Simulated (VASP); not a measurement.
Here is a VASP 6.6.1 calculation.

INCAR

```
SYSTEM = NbTe
PREC     = Accurate       ! precision mode
ENCUT    = 520            ! plane-wave cutoff, eV
EDIFF    = 1E-6           ! SCF threshold, eV
ISMEAR   = -1             ! smearing method
SIGMA    = 0.05           ! smearing width, eV
LREAL    = .False.        ! projectors in reciprocal space
LASPH    = .True.         ! aspherical terms in the spheres
NELM     = 100            ! most SCF steps
ALGO     = Normal         ! electronic algorithm
ISIF     = 2              ! what is computed and relaxed
LWAVE    = .False.        ! write WAVECAR
LCHARG   = .True.         ! write CHGCAR
GGA      = CA             ! functional
LELF     = .True.         ! ELF
LVHAR    = .True.       
NBANDS   = 16             ! bands
```

File KPOINTS:

```
regular mesh
0
Gamma
  8 8 7
  0 0 0
```

The input POSCAR:

```
NbTe
1.0
    3.6529280573      0.0000000000      0.0000000000
   -1.8264640286      3.1635284958      0.0000000000
    0.0000000000      0.0000000000      3.6442831093
Te Nb
1 1
Direct
    0.6666666667      0.3333333333      0.0000000000
    0.0000000000      0.0000000000      0.5000000000
```

Potentials or basis: VASP PAW LDA potentials, release 64 (Te, Nb_sv).

Launch:

```bash
$ cat potpaw_LDA.64/Te/POTCAR potpaw_LDA.64/Nb_sv/POTCAR > POTCAR
$ mpirun -np 1 vasp_std > vasp.out
```

Question: What does it give for the pressure?

Answer: -2.7 GPa.

Stress tensor (GPa, compression positive):
```
-2.93  0.00  0.00
 0.00 -2.93  0.00
 0.00  0.00 -2.27
```
